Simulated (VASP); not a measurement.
**LaPb2: single point with PBE**

LaPb2:

```
CELL_PARAMETERS angstrom
-2.06634 2.06634 5.63845
2.06634 -2.06634 5.63845
2.06634 2.06634 -5.63845
ATOMIC_POSITIONS crystal
Pb 0.68639 0.68639 0.00000
Pb 0.31361 0.31361 0.00000
La 0.00000 0.00000 0.00000
```

```yaml
Program: VASP 6.6.1
Task: single point
Functional: PBE
Potentials_or_basis: VASP PAW PBE potentials, release 64 (Pb_d, La)
Cutoff: 520 eV
k_mesh: 12 × 12 × 12
Occupations: gaussian, width 0.05 eV
Spin: no spin polarisation
```

- Pressure: 0.2 GPa
- Largest force: 0.090 eV/Å
- Band gap on the k mesh: zero (an odd number of electrons rules out a gap without spin polarisation)

Forces on the atoms (eV/Å):
```
Pb   0.000  0.000 -0.090
Pb   0.000  0.000  0.090
La   0.000  0.000  0.000
```

Stress tensor (GPa, compression positive):
```
-0.23  0.00  0.00
 0.00 -0.23  0.00
 0.00  0.00  0.97
```

Levels at points of the mesh, in eV from the Fermi level:
| k point | band 18 | band 19 | band 20 | band 21 | band 22 | band 23 |
| --- | --- | --- | --- | --- | --- | --- |
| (0.00, 0.00, 0.00) | -0.72 | -0.72 | -0.19 | 1.04 | 1.34 | 1.41 |
| (0.50, 0.00, 0.00) | -1.98 | -0.31 | 0.50 | 1.13 | 1.20 | 1.38 |
| (0.50, 0.50, 0.00) | -3.02 | -1.89 | -0.37 | 0.75 | 1.15 | 1.45 |
| (0.50, 0.50, 0.50) | -0.24 | -0.14 | -0.14 | 0.68 | 0.86 | 1.39 |

It took 25 min on 1 thread of AMD EPYC 9R45 96-Core Processor (Zen 5), on a shared host, peak memory 0.63 GiB.

Caveat: spin-orbit coupling is left out, which moves the levels of the heavy elements.
